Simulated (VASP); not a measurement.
Here is a VASP 6.6.1 calculation.

The input INCAR:

```
SYSTEM = ZrB2
PREC = Accurate ; ENCUT = 520
EDIFF = 1E-7 ; ISMEAR = 0
SIGMA = 0.15 ; LREAL = .False.
LASPH = .True. ; NELM = 80
ALGO = Normal ; ISIF = 2
LWAVE = .False. ; LCHARG = .False.
GGA = PS ; NBANDS = 16
```

The input KPOINTS:

```
regular mesh
0
Gamma
  18 18 12
  0 0 0
```

The input POSCAR:

```
ZrB2
1.0
    3.0082690174      0.0000000000      0.0000000000
   -1.5041345087      2.6052373905      0.0000000000
    0.0000000000      0.0000000000      4.0112259078
Zr B
1 2
Direct
    0.0000000000      0.0000000000      0.0000000000
    0.3333333333      0.6666666667      0.5000000000
    0.6666666667      0.3333333333      0.5000000000
```

Potentials or basis: VASP PAW PBE potentials, release 64 (Zr_sv, B).

Command:

```console
$ cat potpaw_PBE.64/Zr_sv/POTCAR potpaw_PBE.64/B/POTCAR > POTCAR
$ mpirun -np 1 vasp_std > vasp.out
```

(1) What does it give for the band gap on the k mesh?

(2) Estimate the pressure.

## Answers

(1) zero (bands 9 and 10 overlap by 0.79 eV).

(2) -2.7 GPa.

Caveat: the PAW data sets were made with another functional, which shifts forces and pressure a little.
